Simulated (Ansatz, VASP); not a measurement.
## CaTaO6 in VASP and in Ansatz

```
Ca Ta O
1.0
     4.45637    0.00000    0.00000
     0.00000    4.45637    0.00000
     0.00000    0.00000    4.95161
Ca Ta O
1 1 6
Cartesian
  2.2282 2.2282 2.4758
  0.0000 0.0000 0.0000
  0.6871 2.2282 0.0000
  3.7693 2.2282 0.0000
  2.2282 0.6871 0.0000
  2.2282 3.7693 0.0000
  0.0000 2.2282 2.4758
  2.2282 0.0000 2.4758
```

Alike in both runs: functional PBE; k mesh 4 × 4 × 2; occupations gaussian, width 0.2 eV; no spin polarisation.

Ansatz relaxed the structure, and its values are those at the end. VASP's run is a single point on that final structure, the one shown.

|  | VASP | Ansatz |
| --- | --- | --- |
| version | VASP 6.6.1 | Ansatz 0.2.0 |
| potentials or method | VASP PAW PBE potentials, release 64 (Ca_sv, Ta_pv, O), cutoff 520 eV | scalar-relativistic, plane waves, PAW |
| valence electrons in the cell | 57 | 59 |

|  | VASP | Ansatz | Ansatz less VASP |
| --- | --- | --- | --- |
| gap on the k mesh at the Fermi level (eV) | none | none | - |
| pressure (GPa) | 1.1 | 0.2 | -0.82 |
| rms of the force components (eV/Å) | 0.185 | 0.030 | -0.1553 |

A gap of «none» marks a metal or a gap that the smearing closes. VASP's potentials hold 57 valence electrons a cell and Ansatz's 59, so a difference there can come from the potentials and not from the codes.

The k mesh is coarse, so the values compare programs but aren't converged. Neither program's run includes spin-orbit coupling.
